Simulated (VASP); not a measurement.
Input of a VASP 6.6.1 run:

Contents of INCAR:

```
  PREC = Accurate
  ENCUT = 520
  EDIFF = 1E-6
  ISMEAR = 0
  SIGMA = 0.1
  LREAL = F
  LASPH = T
  NELM = 80
  ALGO = Normal
  ISIF = 2
  LWAVE = F
  LCHARG = F
  GGA = PS
  NBANDS = 16
```

File KPOINTS:

```
regular mesh
0
Gamma
  6 6 2
```

The input POSCAR:

```
Si
1.0
    2.1989003747     -1.7720993700      0.0000000000
    2.1989003747      1.7720993700      0.0000000000
    0.0000000000      0.0000000000      7.3137811893
Si
4
Direct
    0.7489070469      0.2510929531      0.1254931989
    0.7510929531      0.2489070469      0.6254931989
    0.2510929531      0.7489070469      0.8745068011
    0.2489070469      0.7510929531      0.3745068011
```

Potentials or basis: VASP PAW PBE potentials, release 64 (Si).

Command:

```console
$ cat potpaw_PBE.64/Si/POTCAR > POTCAR
$ mpirun -np 1 vasp_std > vasp.out
```

(1) What does it give for the band gap on the k mesh?

(2) Predict the pressure.

(3) Estimate the largest force.

Answers

(1) zero (band 8 reaches 14.28 eV, above the bottom of band 9 at 7.24 eV).

(2) 0.2 GPa.

(3) 0.031 eV/Å.

Caveat: the k points lie up to 0.43 Å⁻¹ apart; the PAW data sets were made with another functional, which shifts forces and pressure a little.
